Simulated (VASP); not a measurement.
Input of a VASP 6.6.1 run:

Contents of INCAR:

```
SYSTEM = MgSn6N
PREC = Accurate ; ENCUT = 520
EDIFF = 1E-7 ; ISMEAR = 0
SIGMA = 0.1 ; LREAL = .FALSE.
LASPH = .TRUE. ; NELM = 100
ALGO = Normal ; ISIF = 2
LWAVE = .FALSE. ; LCHARG = .TRUE.
GGA = PE ; LELF = .TRUE.
LVHAR = .TRUE. ; NBANDS = 56
```

File KPOINTS:

```
regular mesh
0
G
  10 10 2
  0 0 0
```

The input POSCAR:

```
MgSn6N
1.0
    3.1435178807      0.0000000000      0.0000000000
    0.0000000000      3.1435178807      0.0000000000
    0.0000000000      0.0000000000     19.4504168208
Mg Sn N
1 6 1
Direct
    0.0000000000      0.0000000000      0.0000000000
    0.5000000000      0.5000000000      0.5827967762
    0.5000000000      0.5000000000      0.4172032238
    0.5000000000      0.5000000000      0.1209019182
    0.5000000000      0.5000000000      0.8790980818
    0.0000000000      0.0000000000      0.7239607486
    0.0000000000      0.0000000000      0.2760392514
    0.5000000000      0.5000000000      0.0000000000
```

Potentials or basis: VASP PAW PBE potentials, release 64 (Mg, Sn_d, N).

Run with:

```bash
$ cat potpaw_PBE.64/Mg/POTCAR potpaw_PBE.64/Sn_d/POTCAR potpaw_PBE.64/N/POTCAR > POTCAR
$ mpirun -np 1 vasp_std > vasp.out
```

Problem. Predict the largest force.

Solution. 0.004 eV/Å.

Problem. What does it give for the pressure?

Solution. -0.1 GPa.

Problem. Predict the band gap on the k mesh.

Solution. Zero (an odd number of electrons rules out a gap without spin polarisation).

Forces on the atoms (eV/Å):
```
Mg   0.000  0.000  0.000
Sn   0.000  0.000 -0.004
Sn   0.000  0.000  0.004
Sn   0.000  0.000  0.004
Sn   0.000  0.000 -0.004
Sn   0.000  0.000  0.003
Sn   0.000  0.000 -0.003
N    0.000  0.000  0.000
```

Caveat: spin-orbit coupling is left out, which moves the levels of the heavy elements.
